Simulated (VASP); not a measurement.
# MgO (P6_3/mmc) in VASP: a series of runs, part 2 of 3

VASP 6.6.1. The steps go on from the part before.

### Step 3. Single point, PBE (strain -0.030 along x and y, +0.000 along z)

INCAR

```
SYSTEM = MgO
  PREC = Accurate
  ENCUT = 520
  EDIFF = 1E-6
  ISMEAR = 0
  SIGMA = 0.05
  LREAL = .False.
  LASPH = .True.
  NELM = 80
  ALGO = Normal
  ISIF = 2
  LWAVE = .False.
  LCHARG = .False.
  GGA = PE
  NBANDS = 16
```

KPOINTS

```
Automatic mesh
0
Gamma
  6 6 6
  0 0 0
```

POSCAR

```
MgO
1.0
    3.3817865268      0.0000000000      0.0000000000
   -1.6908932634      2.9287130424      0.0000000000
    0.0000000000      0.0000000000      4.1780412200
Mg O
2 2
Direct
    0.6666666667      0.3333333333      0.7500000000
    0.3333333333      0.6666666667      0.2500000000
    0.6666666667      0.3333333333      0.2500000000
    0.3333333333      0.6666666667      0.7500000000
```

Potentials or basis: VASP PAW PBE potentials, release 64 (Mg, O).

Run with:

```bash
> cat potpaw_PBE.64/Mg/POTCAR potpaw_PBE.64/O/POTCAR > POTCAR
> mpirun -np 1 vasp_std > vasp.out
```

OUTCAR:

```text
SYSTEM = MgO
   PREC = Accurate
   ENCUT = 520
   EDIFF = 1E-6
   ISMEAR = 0
   LREAL = .False.
   LASPH = .True.
   NELM = 80
   ISIF = 2
   GGA = PE

 ion  position               nearest neighbor table
   1  0.667  0.333  0.750-   4 1.95   4 1.95   4 1.95   3 2.09   3 2.09   2 2.86   2 2.86   2 2.86
                             2 2.86   2 2.86   2 2.86
   2  0.333  0.667  0.250-   3 1.95   3 1.95   3 1.95   4 2.09   4 2.09   1 2.86   1 2.86   1 2.86
                             1 2.86   1 2.86   1 2.86
   3  0.667  0.333  0.250-   2 1.95   2 1.95   2 1.95   1 2.09   1 2.09
   4  0.333  0.667  0.750-   1 1.95   1 1.95   1 1.95   2 2.09   2 2.09

  LATTYP: Found a hexagonal cell.
 ALAT       =     3.3817865268
 C/A-ratio  =     1.2354538605

  Lattice vectors:

 A1 = (   3.3817865268,   0.0000000000,   0.0000000000)
 A2 = (  -1.6908932634,   2.9287130424,   0.0000000000)
 A3 = (   0.0000000000,   0.0000000000,   4.1780412200)

Analysis of symmetry for initial positions (statically):
=====================================================================
 Subroutine PRICEL returns:
 Original cell was already a primitive cell.

 Routine SETGRP: Setting up the symmetry group for a
 hexagonal supercell.

 Subroutine GETGRP returns: Found 24 space group operations
 (whereof 12 operations were pure point group operations)
 out of a pool of 24 trial point group operations.

The static configuration has the point symmetry D_3d.
 The point group associated with its full space group is D_6h.

Analysis of symmetry for dynamics (positions and initial velocities):
=====================================================================
 Subroutine PRICEL returns:
 Original cell was already a primitive cell.

 Routine SETGRP: Setting up the symmetry group for a
 hexagonal supercell.

 Subroutine GETGRP returns: Found 24 space group operations
 (whereof 12 operations were pure point group operations)
 out of a pool of 24 trial point group operations.

The dynamic configuration has the point symmetry D_3d.
 The point group associated with its full space group is D_6h.

 Subroutine INISYM returns: Found 24 space group operations
 (whereof 12 operations are pure point group operations),
 and found     1 'primitive' translations

----------------------------------------------------------------------------------------

                                     Primitive cell

  volume of cell :      41.3805

  direct lattice vectors                    reciprocal lattice vectors
     3.381786527  0.000000000  0.000000000     0.295701693  0.170723452  0.000000000
    -1.690893263  2.928713042  0.000000000     0.000000000  0.341446904  0.000000000
     0.000000000  0.000000000  4.178041220     0.000000000  0.000000000  0.239346609

  length of vectors
     3.381786527  3.381786527  4.178041220     0.341446904  0.341446904  0.239346609

  position of ions in fractional coordinates (direct lattice)
     0.666666667  0.333333333  0.750000000
     0.333333333  0.666666667  0.250000000
     0.666666667  0.333333333  0.250000000
     0.333333333  0.666666667  0.750000000

  ion indices of the primitive-cell ions
   primitive index   ion index
                 1           1
                 2           2
                 3           3
                 4           4

----------------------------------------------------------------------------------------

 KPOINTS: Automatic mesh

[... 46 lines left out ...]
  0.166667  0.000000  0.500000      6.000000
  0.333333  0.000000  0.500000      6.000000
 [... further k-points ...]
   k-points           NKPTS =     28   k-points in BZ     NKDIM =     28   number of bands    NBANDS=     16
   number of dos      NEDOS =    301   number of ions     NIONS =      4
   total plane-waves  NPLWV =  25088
   dimension x,y,z NGX =    28 NGY =   28 NGZ =   32
   dimension x,y,z NGXF=    56 NGYF=   56 NGZF=   64
   ions per type =               2   2
   NGX,Y,Z   is equivalent  to a cutoff of  13.76, 13.76, 12.73 a.u.
   NGXF,Y,Z  is equivalent  to a cutoff of  27.53, 27.53, 25.47 a.u.
 SYSTEM =  MgO
   PREC   = accura    normal or accurate (medium, high low for compatibility)
   ISTART =      0    job   : 0-new  1-cont  2-samecut
   ICHARG =      2    charge: 1-file 2-atom 10-const
   ISPIN  =      1    spin polarized calculation?
   LNONCOLLINEAR =      F non collinear calculations
   LSORBIT =      F    spin-orbit coupling
   LASPH  =      T    aspherical Exc in radial PAW
   ENCUT  =  520.0 eV  38.22 Ry    6.18 a.u.   6.29  6.29  7.77*2*pi/ulx,y,z
   NELM   =     80;   NELMIN=  2; NELMDL= -5     # of ELM steps
   EDIFF  = 0.1E-05   stopping-criterion for ELM
   LREAL  =      F    real-space projection
   EDIFFG = 0.1E-04   stopping-criterion for IOM
   NSW    =      0    number of steps for IOM
   IBRION =     -1    ionic relax: 0-MD 1-quasi-New 2-CG
   NFREE  =      0    steps in history (QN), initial steepest desc. (CG)
   ISIF   =      2    stress and relaxation
   ISYM   =      2    0-nonsym 1-usesym 2-fastsym
   POTIM  = 0.5000    time-step for ionic-motion
   TEBEG  =    0.0;   TEEND  =   0.0 temperature during run
   PSTRESS=    0.0 pullay stress
   NELECT =      16.0000    total number of electrons
   NUPDOWN=      -1.0000    fix difference up-down
   EMIN   =  10.00;   EMAX   =-10.00  energy-range for DOS
   EFERMI =   0.00;   METHOD = LEGACY
   ISMEAR =     0;   SIGMA  =   0.05  broadening in eV -4-tet -1-fermi 0-gaus
   EFERMI_NEDOS =   21; number of points for ismear=-14 and -15
   IALGO  =     38    algorithm
   IMIX   =      4    mixing-type and parameters
     AMIX     =   0.40;   BMIX     =  1.00
     AMIX_MAG =   1.60;   BMIX_MAG =  1.00
  volume/ion in A,a.u.               =      10.35        69.81
  Fermi-wavevector in a.u.,A,eV,Ry     =   1.192659  2.253798 19.353406  1.422435
  Thomas-Fermi vector in A             =   2.328692
   LORBIT       =      0    0 simple, 1 ext, 2 COOP (PROOUT), +10 PAW based schemes
   GGA     = PE    functional components
   LHFCALC =     F    Hartree Fock is set to
   AEXX    =    0.0000 exact exchange contribution
   IVDW    =     0    specifies the selected vdW correction
   LEPSILON=     F    determine dielectric tensor
   LRPA    =     F    only Hartree local field effects (RPA)
 non-spin polarized calculation
 Gauss-broadening in eV      SIGMA  =   0.05
  energy-cutoff  :      520.00
  volume of cell :       41.38
 maximum number of plane-waves:      1124
 NGX is ok and might be reduce to    28
   NGX = 13   NGY = 13   NGZ = 15

 number of electron      16.0000007 magnetization

 Free energy of the ion-electron system (eV)
  ---------------------------------------------------
  ext. energy  EPLUGINS =         0.00000000
  ---------------------------------------------------
  free energy    TOTEN  =       -23.50193733 eV

  energy without entropy =      -23.50193733  energy(sigma->0) =      -23.50193733

 E-fermi :   2.7652     XC(G=0): -10.3555

 val. band max:        2.4694262170   @ k =   0.0000   0.0000   0.0000
 cond. band min:       6.1995035028   @ k =   0.0000   0.0000   0.0000
 fundamental gap:      3.7300772858
 Fermi energy:         2.7652136780

 k-point     1 :       0.0000    0.0000    0.0000
  band No.  band energies     occupation
      1     -14.7813      2.00000
      2     -13.2736      2.00000
      3      -1.5014      2.00000
      4       0.6247      2.00000
      5       0.6247      2.00000
      6       1.5123      2.00000
[... 433 lines left out ...]
      3      -1.3518      2.00000
      4      -1.3518      2.00000
      5       0.8591      2.00000
      6       0.8591      2.00000
[... 8 lines left out ...]
     15      17.6469      0.00000
     16      17.6469      0.00000

 [... further k-points ...]

------------------------ aborting loop because EDIFF is reached ----------------------------------------

  FORCE on cell =-STRESS in cart. coord.  units (eV):
  Direction    XX          YY          ZZ          XY          YZ          ZX
  --------------------------------------------------------------------------------------
  -------------------------------------------------------------------------------------
  Total        4.0908860      4.0908860      2.5823458      0.0000000      0.0000000      0.0000000
  in kB      158.3916287    158.3916287     99.9837118      0.0000000      0.0000000      0.0000000
  external PRESSURE =     138.9223230 kB  Pullay stress =       0.0000000 kB

 VOLUME and BASIS-vectors are now :
 -----------------------------------------------------------------------------
  energy-cutoff  :      520.00
  volume of cell :       41.38
      direct lattice vectors                 reciprocal lattice vectors
     3.381786527  0.000000000  0.000000000     0.295701693  0.170723452  0.000000000
    -1.690893263  2.928713042  0.000000000     0.000000000  0.341446904  0.000000000
     0.000000000  0.000000000  4.178041220     0.000000000  0.000000000  0.239346609

 POSITION                                       TOTAL-FORCE (eV/Angst)
 -----------------------------------------------------------------------------------
      1.69089      0.97624      3.13353        -0.000000      0.000000      0.000000
     -0.00000      1.95248      1.04451         0.000000     -0.000000      0.000000
      1.69089      0.97624      1.04451        -0.000000      0.000000      0.000000
     -0.00000      1.95248      3.13353        -0.000000      0.000000      0.000000
 -----------------------------------------------------------------------------------
    total drift:                               -0.000000      0.000000     -0.000000

  FREE ENERGIE OF THE ION-ELECTRON SYSTEM (eV)
  ---------------------------------------------------
  free  energy   TOTEN  =       -23.5019373258 eV

  energy  without entropy=      -23.5019373258  energy(sigma->0) =      -23.50193733
```

stdout:

```text
POSCAR found type information on POSCAR MgO
 POSCAR found :  2 types and       4 ions
 scaLAPACK will be used
 LDA part: xc-table for (Slater+PW92), standard interpolation
 POSCAR, INCAR and KPOINTS ok, starting setup
 FFT: planning ... GRIDC
 FFT: planning ... GRID_SOFT
 FFT: planning ... GRID
 WAVECAR not read
 entering main loop
```

Wall time 18 s (1 thread of AMD EPYC 7R13 (Zen 3), shared host); peak memory 0.13 GiB.

Results:

* Free energy: -23.5019 eV
* Pressure: 13.9 GPa
* Band gap on the k mesh: 3.73 eV, direct

Levels at points of the mesh, in eV from the valence-band top:
```csv
k point,band 4,band 5,band 6,band 7,band 8,band 9,band 10,band 11,band 12,band 13
"(0.00, 0.00, 0.00)",-1.84,-1.84,-0.96,-0.96,0.00,3.73,9.87,12.45,13.15,13.15
"(0.50, 0.00, 0.00)",-2.57,-2.46,-2.20,-1.42,-0.67,7.22,9.63,9.80,12.81,13.18
"(0.00, 0.00, 0.50)",-2.57,-1.42,-1.42,-1.42,-1.42,6.76,6.76,13.51,13.51,13.51
"(0.50, 0.00, 0.50)",-4.13,-1.67,-1.67,-0.96,-0.96,7.51,7.51,12.59,12.59,14.67
```

Caveat: the cell differs from its parent crystal (strain -0.030 along x and y, +0.000 along z).

(Continued in part 3 of 3.)
